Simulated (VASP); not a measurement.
# LiCl (Fm-3m) in VASP: notebook, part 2 of 2

VASP 6.6.1. Earlier steps stand in the parts before.

### 4 Electric field gradients, PBEsol

This run uses another cell than the first one, of 16.87 Å³/atom.

File INCAR:

```
PREC = Accurate
ENCUT = 520
EDIFF = 1E-8
ISMEAR = -1
SIGMA = 0.03
LREAL = False
LASPH = True
NELM = 80
ALGO = Normal
ISIF = 2
LWAVE = False
LCHARG = False
GGA = PS
LEFG = True
NBANDS = 12
```

File KPOINTS:

```
regular mesh
0
Gamma
  9 9 9
```

File POSCAR:

```
LiCl
1.0
    0.0000000000      2.5647600000      2.5647600000
    2.5647600000      0.0000000000      2.5647600000
    2.5647600000      2.5647600000      0.0000000000
Li Cl
1 1
Direct
    0.0000000000      0.0000000000      0.0000000000
    0.5000000000      0.5000000000      0.5000000000
```

Potentials or basis: VASP PAW PBE potentials, release 64 (Li_sv, Cl).

Run with:

```
cat potpaw_PBE.64/Li_sv/POTCAR potpaw_PBE.64/Cl/POTCAR > POTCAR
mpirun -np 1 vasp_std > vasp.out
```

OUTCAR:

```text
PREC = Accurate
   ENCUT = 520
   EDIFF = 1E-8
   ISMEAR = -1
   LREAL = False
   LASPH = True
   NELM = 80
   ISIF = 2
   GGA = PS

 ion  position               nearest neighbor table
   1  0.000  0.000  0.000-   2 2.56   2 2.56   2 2.56   2 2.56   2 2.56   2 2.56
   2  0.500  0.500  0.500-   1 2.56   1 2.56   1 2.56   1 2.56   1 2.56   1 2.56

  LATTYP: Found a face centered cubic cell.
 ALAT       =     5.1295200000

  Lattice vectors:

 A1 = (   0.0000000000,   2.5647600000,   2.5647600000)
 A2 = (   2.5647600000,   0.0000000000,   2.5647600000)
 A3 = (   2.5647600000,   2.5647600000,   0.0000000000)

Analysis of symmetry for initial positions (statically):
[... 569 lines left out ...]
  free  energy   TOTEN  =        -7.6343767394 eV

  energy  without entropy=       -7.6343767394  energy(sigma->0) =       -7.63437674

 Electric field gradients (V/A^2)
---------------------------------------------------------------------
 ion       V_xx      V_yy      V_zz      V_xy      V_xz      V_yz
---------------------------------------------------------------------
   1      -0.000     0.000    -0.000     0.002     0.002     0.002
   2      -0.000    -0.000    -0.000    -0.001    -0.001    -0.001
---------------------------------------------------------------------

 Electric field gradients after diagonalization (V/A^2)
 (convention: |V_zz| > |V_xx| > |V_yy|)
----------------------------------------------------------------------
 ion       V_xx      V_yy      V_zz     asymmetry (V_yy - V_xx)/ V_zz
----------------------------------------------------------------------
   1      -0.002    -0.002     0.003       0.000
   2       0.001     0.001    -0.001       0.000
----------------------------------------------------------------------

           NMR quadrupolar parameters

 Cq : quadrupolar parameter    Cq=e*Q*V_zz/h
 eta: asymmetry parameters     (V_yy - V_xx)/ V_zz
 Q  : nuclear electric quadrupole moment in mb (millibarn)
----------------------------------------------------------------------
 ion       Cq(MHz)       eta       Q (mb)
----------------------------------------------------------------------
   1       0.000       0.000       1.000
   2      -0.000       0.000       1.000
----------------------------------------------------------------------
```

OSZICAR:

```text
N       E                     dE             d eps       ncg     rms          rms(c)
DAV:   1     0.405376171898E+02    0.40538E+02   -0.41151E+03   840   0.763E+02
DAV:   2    -0.504516780537E+01   -0.45583E+02   -0.43400E+02  1060   0.144E+02
DAV:   3    -0.761172176943E+01   -0.25666E+01   -0.25602E+01  1132   0.345E+01
DAV:   4    -0.768796897709E+01   -0.76247E-01   -0.76206E-01  1152   0.579E+00
DAV:   5    -0.768907452348E+01   -0.11055E-02   -0.11055E-02  1132   0.603E-01    0.228E+00
DAV:   6    -0.763324716752E+01    0.55827E-01   -0.11168E-01  1092   0.154E+00    0.154E+00
DAV:   7    -0.763237524897E+01    0.87192E-03   -0.34239E-02  1300   0.976E-01    0.754E-01
DAV:   8    -0.763436090294E+01   -0.19857E-02   -0.35759E-03  1056   0.422E-01    0.113E-01
DAV:   9    -0.763434840630E+01    0.12497E-04   -0.15537E-04  1060   0.869E-02    0.405E-02
DAV:  10    -0.763437548023E+01   -0.27074E-04   -0.52900E-05  1008   0.500E-02    0.319E-02
DAV:  11    -0.763437642266E+01   -0.94243E-06   -0.71296E-06  1096   0.168E-02    0.269E-03
DAV:  12    -0.763437651329E+01   -0.90629E-07   -0.18442E-07  1028   0.353E-03    0.220E-03
DAV:  13    -0.763437674202E+01   -0.22873E-06   -0.77466E-08  1288   0.152E-03    0.247E-04
DAV:  14    -0.763437673939E+01    0.26234E-08   -0.35248E-09   716   0.440E-04
   1 F= -.76343767E+01 E0= -.76343767E+01  d E =-.215792E-11
```

stdout:

```text
POSCAR found type information on POSCAR LiCl
 POSCAR found :  2 types and       2 ions
 scaLAPACK will be used
 -----------------------------------------------------------------------------
|                                                                             |
|                                                                             |
|     You enforced a specific xc type in the INCAR file but a different       |
|     I HOPE YOU KNOW WHAT YOU ARE DOING!                                     |
|                                                                             |
 -----------------------------------------------------------------------------

 LDA part: xc-table for (Slater+PW92), standard interpolation
 POSCAR, INCAR and KPOINTS ok, starting setup
 FFT: planning ... GRIDC
 FFT: planning ... GRID_SOFT
 FFT: planning ... GRID
 WAVECAR not read
 entering main loop
ion   1

ion   2
```

Wall time 6.8 s (1 thread of Intel Xeon 6975P-C (Granite Rapids), shared host); peak memory 0.15 GiB.

Results:

- Free energy: -7.6344 eV
- Band gap on the k mesh: 6.14 eV
- Largest electric field gradient by atom: under 0.05 V/Å² on every atom

Caveat: the cutoff is under 1.25 times the usual one of these potentials, so pressure, stress and relaxed cells hold a basis-set (Pulay) error; the PAW data sets were made with another functional, which shifts forces and pressure a little; an odd mesh through Γ misses points on the zone boundary, where band edges can lie.

### 5 Electric field gradients, r2SCAN

This run uses another cell than the first one, of 16.87 Å³/atom.

POSCAR is that of step 4.

File INCAR.step1:

```
SYSTEM = LiCl
ALGO = Normal
EDIFF = 1E-4
ENCUT = 520
GGA = PE
ISMEAR = -1
LASPH = .TRUE.
LCHARG = .FALSE.
LREAL = .FALSE.
LWAVE = .TRUE.
NBANDS = 12
NELM = 100
PREC = Accurate
SIGMA = 0.03
```

File INCAR.step2:

```
SYSTEM = LiCl
ALGO = Normal
EDIFF = 1E-8
ENCUT = 520
ISIF = 2
ISMEAR = -1
ISTART = 1
LASPH = .TRUE.
LCHARG = .FALSE.
LEFG = .TRUE.
LMIXTAU = .TRUE.
LREAL = .FALSE.
LWAVE = .FALSE.
METAGGA = R2SCAN
NBANDS = 12
NELM = 100
PREC = Accurate
SIGMA = 0.03
```

File KPOINTS:

```
k-points
0
G
  9 9 9
  0 0 0
```

Potentials or basis: VASP PAW PBE potentials, release 64 (Li_sv, Cl).

Run with:

```
cat potpaw_PBE.64/Li_sv/POTCAR potpaw_PBE.64/Cl/POTCAR > POTCAR
cp INCAR.step1 INCAR
mpirun -np 1 vasp_std > vasp.out
cp INCAR.step2 INCAR
mpirun -np 1 vasp_std > vasp.out
```

OUTCAR:

```text
SYSTEM = LiCl
   EDIFF = 1E-8
   ENCUT = 520
   ISIF = 2
   ISMEAR = -1
   ISTART = 1
   LASPH = .TRUE.
   LREAL = .FALSE.
   METAGGA = R2SCAN
   NELM = 100
   PREC = Accurate

 ion  position               nearest neighbor table
   1  0.000  0.000  0.000-   2 2.56   2 2.56   2 2.56   2 2.56   2 2.56   2 2.56
   2  0.500  0.500  0.500-   1 2.56   1 2.56   1 2.56   1 2.56   1 2.56   1 2.56

  LATTYP: Found a face centered cubic cell.
 ALAT       =     5.1295200000

  Lattice vectors:

 A1 = (   0.0000000000,   2.5647600000,   2.5647600000)
 A2 = (   2.5647600000,   0.0000000000,   2.5647600000)
 A3 = (   2.5647600000,   2.5647600000,   0.0000000000)
[... 571 lines left out ...]
  free  energy   TOTEN  =       -12.5868185443 eV

  energy  without entropy=      -12.5868185443  energy(sigma->0) =      -12.58681854

 Electric field gradients (V/A^2)
---------------------------------------------------------------------
 ion       V_xx      V_yy      V_zz      V_xy      V_xz      V_yz
---------------------------------------------------------------------
   1      -0.000    -0.000     0.000     0.002     0.002     0.002
   2       0.000    -0.000     0.000    -0.001    -0.001    -0.001
---------------------------------------------------------------------

 Electric field gradients after diagonalization (V/A^2)
 (convention: |V_zz| > |V_xx| > |V_yy|)
----------------------------------------------------------------------
 ion       V_xx      V_yy      V_zz     asymmetry (V_yy - V_xx)/ V_zz
----------------------------------------------------------------------
   1      -0.002    -0.002     0.003       0.000
   2       0.001     0.001    -0.001       0.000
----------------------------------------------------------------------

           NMR quadrupolar parameters

 Cq : quadrupolar parameter    Cq=e*Q*V_zz/h
 eta: asymmetry parameters     (V_yy - V_xx)/ V_zz
 Q  : nuclear electric quadrupole moment in mb (millibarn)
----------------------------------------------------------------------
 ion       Cq(MHz)       eta       Q (mb)
----------------------------------------------------------------------
   1       0.000       0.000       1.000
   2      -0.000       0.000       1.000
----------------------------------------------------------------------
```

OUTCAR.step1:

```text
SYSTEM = LiCl
   EDIFF = 1E-4
   ENCUT = 520
   GGA = PE
   ISMEAR = -1
   LASPH = .TRUE.
   LREAL = .FALSE.
[... 579 lines left out ...]
      0.00000      0.00000      0.00000        -0.000000     -0.000000     -0.000000
      2.56476      2.56476      2.56476         0.000000      0.000000      0.000000
 -----------------------------------------------------------------------------------
    total drift:                                0.000000      0.000000      0.000000

  FREE ENERGIE OF THE ION-ELECTRON SYSTEM (eV)
  ---------------------------------------------------
  free  energy   TOTEN  =        -7.3856930069 eV

  energy  without entropy=       -7.3856930069  energy(sigma->0) =       -7.38569301
```

OSZICAR.step1:

```text
N       E                     dE             d eps       ncg     rms          rms(c)
DAV:   1     0.413766894110E+02    0.41377E+02   -0.41230E+03   840   0.764E+02
DAV:   2    -0.477568831042E+01   -0.46152E+02   -0.43975E+02  1060   0.145E+02
DAV:   3    -0.737040152221E+01   -0.25947E+01   -0.25882E+01  1124   0.348E+01
DAV:   4    -0.744933372542E+01   -0.78932E-01   -0.78888E-01  1164   0.590E+00
DAV:   5    -0.745046942116E+01   -0.11357E-02   -0.11357E-02  1136   0.608E-01    0.239E+00
DAV:   6    -0.737977779056E+01    0.70692E-01   -0.15295E-01  1048   0.182E+00    0.170E+00
DAV:   7    -0.738157604562E+01   -0.17983E-02   -0.49505E-02  1248   0.116E+00    0.926E-01
DAV:   8    -0.738573355358E+01   -0.41575E-02   -0.63875E-03  1024   0.549E-01    0.156E-01
DAV:   9    -0.738569300688E+01    0.40547E-04   -0.19955E-04  1032   0.987E-02
   1 F= -.73856930E+01 E0= -.73856930E+01  d E =-.138353E-11
```

Run time: 36 s. Hardware: 1 thread of Intel Xeon 6975P-C (Granite Rapids), shared host; peak memory 0.15 GiB.

Results:

```
Free energy                             : -12.5868 eV
Band gap on the k mesh                  : 7.30 eV
Largest electric field gradient by atom : under 0.05 V/Å² on every atom
```

Levels at points of the mesh, in eV from the valence-band top:
| k point | band 2 | band 3 | band 4 | band 5 | band 6 | band 7 | band 8 | band 9 |
| --- | --- | --- | --- | --- | --- | --- | --- | --- |
| (0.00, 0.00, 0.00) | -13.98 | 0.00 | 0.00 | 0.00 | 7.30 | 12.66 | 12.66 | 12.66 |

Caveat: the cutoff is under 1.25 times the usual one of these potentials, so pressure, stress and relaxed cells hold a basis-set (Pulay) error; the PAW data sets were made with another functional, which shifts forces and pressure a little; an odd mesh through Γ misses points on the zone boundary, where band edges can lie.

### 6 Overview

```tsv
level	potentials or basis	cell	gap on the mesh (eV)
PBEsol	VASP PAW PBE potentials, release 64 (Li_sv, Cl)	a = 3.578 Å, angles 60.0°, 2 atoms	6.37
LDA	VASP PAW LDA potentials, release 64 (Li_sv, Cl)	a = 3.627 Å, angles 60.0°, 2 atoms	6.00
PBEsol	VASP PAW PBE potentials, release 64 (Li_sv, Cl)	a = 3.627 Å, angles 60.0°, 2 atoms	6.14
r2SCAN	VASP PAW PBE potentials, release 64 (Li_sv, Cl)	a = 3.627 Å, angles 60.0°, 2 atoms	7.30
```

Alike in all rows: task electric field gradients; no spin polarisation; k mesh 9 × 9 × 9; cutoff (eV) 520; smearing fermi-dirac 0.03 eV.

Caveats: the cutoff is under 1.25 times the usual one of these potentials, so pressure, stress and relaxed cells hold a basis-set (Pulay) error; an odd mesh through Γ misses points on the zone boundary, where band edges can lie; the PAW data sets were made with another functional, which shifts forces and pressure a little (at least some runs).

Absolute energies hang on the potentials; compare differences alone.
